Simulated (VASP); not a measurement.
# CoO (P-6m2) in VASP: further runs, part 2 of 2

VASP 6.6.1. Earlier steps stand in the parts before.

## 3. Single point, PBE, collinear spin, ferromagnetic start

This run uses another cell than the first one, of 10.24 Å³/atom, 1.020 times its volume.

INCAR reads:

```
PREC = Accurate
ENCUT = 520
EDIFF = 1E-6
ISMEAR = -1
SIGMA = 0.05
LREAL = False
LASPH = True
NELM = 150
ALGO = Normal
ISIF = 2
LWAVE = False
LCHARG = False
ISPIN = 2
MAGMOM = 2 0
LORBIT = 11
LMAXMIX = 4
GGA = PE
NBANDS = 18
```

KPOINTS reads:

```
regular mesh
0
Gamma
  11 11 10
```

POSCAR reads:

```
CoO
1.0
    2.8938864250      0.0000000000      0.0000000000
   -1.4469432074      2.5061791557      0.0000000000
    0.0000000000      0.0000000000      2.8242897700
Co O
1 1
Direct
    0.0000000000      0.0000000000      0.0000000000
    0.6666666667      0.3333333333      0.5000000000
```

Potentials or basis: VASP PAW PBE potentials, release 64 (Co, O).

Started as:

```bash
$ cat potpaw_PBE.64/Co/POTCAR potpaw_PBE.64/O/POTCAR > POTCAR
$ mpirun -np 1 vasp_std > vasp.out
```

OUTCAR:

```text
PREC = Accurate
   ENCUT = 520
   EDIFF = 1E-6
   ISMEAR = -1
   LREAL = False
   LASPH = True
   NELM = 150
   ISIF = 2
   ISPIN = 2
   LORBIT = 11
   GGA = PE

 ion  position               nearest neighbor table
   1  0.000  0.000  0.000-   2 2.19   2 2.19   2 2.19   2 2.19   2 2.19   2 2.19
   2  0.667  0.333  0.500-   1 2.19   1 2.19   1 2.19   1 2.19   1 2.19   1 2.19

  LATTYP: Found a hexagonal cell.
 ALAT       =     2.8938864250
 C/A-ratio  =     0.9759504539

  Lattice vectors:

 A1 = (   2.8938864250,   0.0000000000,   0.0000000000)
 A2 = (  -1.4469432074,   2.5061791557,   0.0000000000)
 A3 = (   0.0000000000,   0.0000000000,   2.8242897700)

Analysis of symmetry for initial positions (statically):
=====================================================================
 Subroutine PRICEL returns:
 Original cell was already a primitive cell.

 Routine SETGRP: Setting up the symmetry group for a
 hexagonal supercell.

 Subroutine GETGRP returns: Found 12 space group operations
 (whereof 12 operations were pure point group operations)
 out of a pool of 24 trial point group operations.

The static configuration has the point symmetry D_3h.

Analysis of symmetry for dynamics (positions and initial velocities):
=====================================================================
 Subroutine PRICEL returns:
 Original cell was already a primitive cell.

 Routine SETGRP: Setting up the symmetry group for a
 hexagonal supercell.

 Subroutine GETGRP returns: Found 12 space group operations
 (whereof 12 operations were pure point group operations)
 out of a pool of 24 trial point group operations.

The dynamic configuration has the point symmetry D_3h.

Analysis of structural, dynamic, and magnetic symmetry:
=====================================================================
 Subroutine PRICEL returns:
 Original cell was already a primitive cell.

 Routine SETGRP: Setting up the symmetry group for a
 hexagonal supercell.

 Subroutine GETGRP returns: Found 12 space group operations
 (whereof 12 operations were pure point group operations)
 out of a pool of 24 trial point group operations.

The overall configuration has the point symmetry D_3h.

 Subroutine INISYM returns: Found 12 space group operations
 (whereof 12 operations are pure point group operations),
 and found     1 'primitive' translations

----------------------------------------------------------------------------------------

                                     Primitive cell

  volume of cell :      20.4834

  direct lattice vectors                    reciprocal lattice vectors
     2.893886425  0.000000000  0.000000000     0.345556063  0.199506886  0.000000000
    -1.446943207  2.506179156  0.000000000     0.000000000  0.399013773  0.000000000
     0.000000000  0.000000000  2.824289770     0.000000000  0.000000000  0.354071318

  length of vectors
     2.893886425  2.893886419  2.824289770     0.399013772  0.399013773  0.354071318

  position of ions in fractional coordinates (direct lattice)
     0.000000000  0.000000000  0.000000000
     0.666666667  0.333333333  0.500000000

  ion indices of the primitive-cell ions
[... 65 lines left out ...]
 SYSTEM =  unknown system
   PREC   = accura    normal or accurate (medium, high low for compatibility)
   ISTART =      0    job   : 0-new  1-cont  2-samecut
   ICHARG =      2    charge: 1-file 2-atom 10-const
   ISPIN  =      2    spin polarized calculation?
   LNONCOLLINEAR =      F non collinear calculations
   LSORBIT =      F    spin-orbit coupling
   LASPH  =      T    aspherical Exc in radial PAW
   ENCUT  =  520.0 eV  38.22 Ry    6.18 a.u.   5.38  5.38  5.25*2*pi/ulx,y,z
   NELM   =    150;   NELMIN=  2; NELMDL= -5     # of ELM steps
   EDIFF  = 0.1E-05   stopping-criterion for ELM
   LREAL  =      F    real-space projection
   EDIFFG = 0.1E-04   stopping-criterion for IOM
   NSW    =      0    number of steps for IOM
   IBRION =     -1    ionic relax: 0-MD 1-quasi-New 2-CG
   NFREE  =      0    steps in history (QN), initial steepest desc. (CG)
   ISIF   =      2    stress and relaxation
   ISYM   =      2    0-nonsym 1-usesym 2-fastsym
   POTIM  = 0.5000    time-step for ionic-motion
   TEBEG  =    0.0;   TEEND  =   0.0 temperature during run
   PSTRESS=    0.0 pullay stress
   NELECT =      15.0000    total number of electrons
   NUPDOWN=      -1.0000    fix difference up-down
   EMIN   =  10.00;   EMAX   =-10.00  energy-range for DOS
   EFERMI =   0.00;   METHOD = LEGACY
   ISMEAR =    -1;   SIGMA  =   0.05  broadening in eV -4-tet -1-fermi 0-gaus
   EFERMI_NEDOS =   21; number of points for ismear=-14 and -15
   IALGO  =     38    algorithm
   IMIX   =      4    mixing-type and parameters
     AMIX     =   0.40;   BMIX     =  1.00
     AMIX_MAG =   1.60;   BMIX_MAG =  1.00
  volume/ion in A,a.u.               =      10.24        69.11
  Fermi-wavevector in a.u.,A,eV,Ry     =   1.475608  2.788495 29.625579  2.177419
  Thomas-Fermi vector in A             =   2.590236
   LORBIT       =     11    0 simple, 1 ext, 2 COOP (PROOUT), +10 PAW based schemes
   GGA     = PE    functional components
   LHFCALC =     F    Hartree Fock is set to
   AEXX    =    0.0000 exact exchange contribution
   IVDW    =     0    specifies the selected vdW correction
   LEPSILON=     F    determine dielectric tensor
   LRPA    =     F    only Hartree local field effects (RPA)
 spin polarized calculation
  energy-cutoff  :      520.00
  volume of cell :       20.48
 maximum number of plane-waves:       574
 NGX is ok and might be reduce to    24
   NGX = 11   NGY = 11   NGZ = 11

 number of electron      14.9999995 magnetization       3.0003409

 Free energy of the ion-electron system (eV)
  ---------------------------------------------------
  ext. energy  EPLUGINS =         0.00000000
  ---------------------------------------------------
  free energy    TOTEN  =       -12.86119229 eV

  energy without entropy =      -12.83143776  energy(sigma->0) =      -12.84631503

 E-fermi :   7.0420     XC(G=0): -12.1051

 val. band max:        7.0405783816   @ k =   0.2727   0.0909   0.3000
 cond. band min:       7.0426665447   @ k =   0.3636  -0.0000   0.0000
 fundamental gap:      0.0020881631
 Fermi energy:         7.0419674109

 spin component 1

 k-point     1 :       0.0000    0.0000    0.0000
  band No.  band energies     occupation
      1     -12.7000      1.00000
      2       2.5401      1.00000
      3       2.5401      1.00000
      4       3.0642      1.00000
      5       3.6822      1.00000
      6       4.1113      1.00000
[... 493 lines left out ...]
     17      33.8296      0.00000
     18      35.4469      0.00000

 [... further k-points ...]

 spin component 2

 k-point     1 :       0.0000    0.0000    0.0000
  band No.  band energies     occupation
      1     -12.0636      1.00000
      2       3.8833      1.00000
      3       3.8833      1.00000
      4       4.3291      1.00000
      5       4.6395      1.00000
      6       7.4128      0.00060
[... 493 lines left out ...]
     17      34.2368      0.00000
     18      35.8521      0.00000

 [... further k-points ...]

------------------------ aborting loop because EDIFF is reached ----------------------------------------

  FORCE on cell =-STRESS in cart. coord.  units (eV):
  Direction    XX          YY          ZZ          XY          YZ          ZX
  --------------------------------------------------------------------------------------
  -------------------------------------------------------------------------------------
  Total       -1.4380873     -1.4380873     -2.2491625     -0.0000000      0.0000000     -0.0000000
  in kB     -112.4845806   -112.4845802   -175.9254089     -0.0000002      0.0000000     -0.0000000
  external PRESSURE =    -133.6315232 kB  Pullay stress =       0.0000000 kB

 VOLUME and BASIS-vectors are now :
 -----------------------------------------------------------------------------
  energy-cutoff  :      520.00
  volume of cell :       20.48
      direct lattice vectors                 reciprocal lattice vectors
     2.893886425  0.000000000  0.000000000     0.345556063  0.199506886  0.000000000
    -1.446943207  2.506179156  0.000000000     0.000000000  0.399013773  0.000000000
     0.000000000  0.000000000  2.824289770     0.000000000  0.000000000  0.354071318

 POSITION                                       TOTAL-FORCE (eV/Angst)
 -----------------------------------------------------------------------------------
      0.00000      0.00000      0.00000        -0.000000      0.000000      0.000000
      1.44694      0.83539      1.41214         0.000000      0.000000      0.000000
 -----------------------------------------------------------------------------------
    total drift:                               -0.000000      0.000000      0.000000

  FREE ENERGIE OF THE ION-ELECTRON SYSTEM (eV)
  ---------------------------------------------------
  free  energy   TOTEN  =       -12.8611922908 eV

  energy  without entropy=      -12.8314377611  energy(sigma->0) =      -12.84631503

 total charge

# of ion       s       p       d       tot
------------------------------------------
    1        0.286   0.334   7.094   7.714
    2        1.565   3.360   0.000   4.925
--------------------------------------------------
tot          1.851   3.694   7.094  12.639

 magnetization (x)

# of ion       s       p       d       tot
------------------------------------------
    1        0.006   0.007   2.548   2.561
    2        0.023   0.368   0.000   0.391
--------------------------------------------------
tot          0.029   0.375   2.548   2.952
```

Run time: 59 s. Hardware: 1 thread of AMD EPYC 9R45 (Zen 5), shared host; peak memory 0.15 GiB.

Results:

```yaml
Free_energy: -12.8612 eV
Pressure: -13.4 GPa
Band_gap_on_the_k_mesh: zero (filled and empty bands overlap)
Net_moment: 3.00 μB per cell
Site_moments: Co +2.56; O +0.39 μB
Valence_electrons_inside_the_program's_atomic_spheres: Co 7.71; O 4.92
```

Stress tensor (GPa, compression positive):
```
-11.25   0.00   0.00
  0.00 -11.25   0.00
  0.00   0.00 -17.59
```

Caveat: a cell with one magnetic atom can't hold antiferromagnetic order, which such compounds often take; semilocal functionals often make such compounds metallic where correlation or magnetic order opens a gap, which also shifts bond lengths.

## 4. Single point, PBE, collinear spin, ferromagnetic start

This run uses another cell than the first one, of 10.24 Å³/atom, 1.020 times its volume.

INCAR reads:

```
SYSTEM = CoO
ALGO = Normal
EDIFF = 1E-6
ENCUT = 520
GGA = PE
ISIF = 2
ISMEAR = -1
ISPIN = 2
LASPH = .TRUE.
LCHARG = .FALSE.
LMAXMIX = 4
LORBIT = 11
LREAL = .FALSE.
LWAVE = .FALSE.
MAGMOM = 2 0
NBANDS = 18
NELM = 150
PREC = Accurate
SIGMA = 0.05
```

KPOINTS reads:

```
k-points
0
G
  11 11 10
  0 0 0
```

POSCAR is that of step 3.

Started as:

```bash
$ cat potpaw_PBE.64/Co/POTCAR potpaw_PBE.64/O/POTCAR > POTCAR
$ mpirun -np 1 vasp_std > vasp.out
```

It took 56 s on 1 thread of AMD EPYC 9R45 (Zen 5), shared host; peak memory 0.16 GiB.

Results (log left out):

* Free energy: -12.8612 eV
* Pressure: -13.4 GPa
* Band gap on the k mesh: zero (filled and empty bands overlap)
* Net moment: 3.00 μB per cell
* Site moments: Co +2.56; O +0.39 μB
* Valence electrons inside the program's atomic spheres: Co 7.71; O 4.92

Stress tensor (GPa, compression positive):
```
-11.25   0.00   0.00
  0.00 -11.25   0.00
  0.00   0.00 -17.59
```

Levels at points of the mesh, in eV from the Fermi level:
Spin up:
| k point | band 7 | band 8 | band 9 | band 10 | band 11 | band 12 |
| --- | --- | --- | --- | --- | --- | --- |
| (0.00, 0.00, 0.00) | -2.93 | -1.01 | -1.01 | 0.36 | 14.24 | 15.75 |
| (0.00, 0.00, 0.50) | -2.14 | -1.20 | -1.20 | 6.30 | 6.56 | 20.39 |
Spin down:
```tsv
k point	band 2	band 3	band 4	band 5	band 6	band 7	band 8	band 9	band 10	band 11
(0.00, 0.00, 0.00)	-3.16	-3.16	-2.71	-2.40	0.37	0.37	0.75	0.75	0.96	14.59
(0.00, 0.00, 0.50)	-7.55	-2.55	-2.55	-0.85	-0.85	-0.23	1.00	1.00	6.97	6.99
```

Caveat: a cell with one magnetic atom can't hold antiferromagnetic order, which such compounds often take; semilocal functionals often make such compounds metallic where correlation or magnetic order opens a gap, which also shifts bond lengths. With open d or f shells a metallic result of PBE can be an artefact of self-interaction; +U or a hybrid may open a gap.
